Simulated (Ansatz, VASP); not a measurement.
Nb: VASP beside Ansatz

```
Nb
1.0
    -1.35392    1.35392    1.35392
     1.35392   -1.35392    1.35392
     1.35392    1.35392   -1.35392
Nb
1
Direct
  0.00000 0.00000 0.00000
```

Change from the starting cell: volume scaled by 0.55, PAW files.

Alike in both runs: task single point; functional r2SCAN; k mesh 18 × 18 × 18; occupations fermi-dirac, width 0.1 eV; no spin polarisation.

|  | VASP | Ansatz |
| --- | --- | --- |
| version | VASP 6.6.1 | Ansatz 0.2.0 |
| potentials or method | VASP PAW PBE potentials, release 64 (Nb_sv) | PAW with Ansatz's default frozen-core files, scalar-relativistic |
| plane-wave cutoff (eV) | 520 | 500 |
| valence electrons in the cell | 13 | 13 |

VASP gave:

| Quantity | Value |
| --- | --- |
| pressure (GPa) | 306.0 |

**Question.** What did Ansatz give for the same quantities?

**Answer.** Pressure (GPa): 304.2.

VASP's potentials were made for PBE, not for r2SCAN. Both programs put the cell under a high pressure, so it lies far from rest at this level.

Noted on VASP's run: the cell as given lies far from equilibrium.
